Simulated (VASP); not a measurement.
Input of a VASP 6.6.1 run:

Contents of INCAR:

```
SYSTEM = PbS
PREC = Accurate
ENCUT = 520
EDIFF = 1E-6
ISMEAR = 0
SIGMA = 0.1
LREAL = .False.
LASPH = .True.
NELM = 80
ALGO = Normal
ISIF = 2
LWAVE = .False.
LCHARG = .False.
GGA = PE
NBANDS = 17
ISYM = 0
```

File KPOINTS:

```
regular mesh
0
Gamma
  4 4 4
  0 0 0
```

The input POSCAR:

```
PbS
1.0
    3.6536590000      0.0000000000      0.0000000000
    0.0000000000      3.6536590000      0.0000000000
    0.0000000000      0.0000000000      3.6536590000
Pb S
1 1
Direct
    0.0000000000      0.0000000000      0.0000000000
    0.5000000000      0.5000000000      0.5000000000
```

Potentials or basis: VASP PAW PBE potentials, release 64 (Pb_d, S).

Run with:

```console
$ cat potpaw_PBE.64/Pb_d/POTCAR potpaw_PBE.64/S/POTCAR > POTCAR
$ mpirun -np 1 vasp_std > vasp.out
```

(1) What does it give for the band gap on the k mesh?

(2) Predict the pressure.

## Answers

(1) zero (band 10 reaches 6.00 eV, above the bottom of band 11 at 5.64 eV).

(2) -0.6 GPa.

Caveat: the k points lie up to 0.43 Å⁻¹ apart; spin-orbit coupling is left out, which moves the levels of the heavy elements.
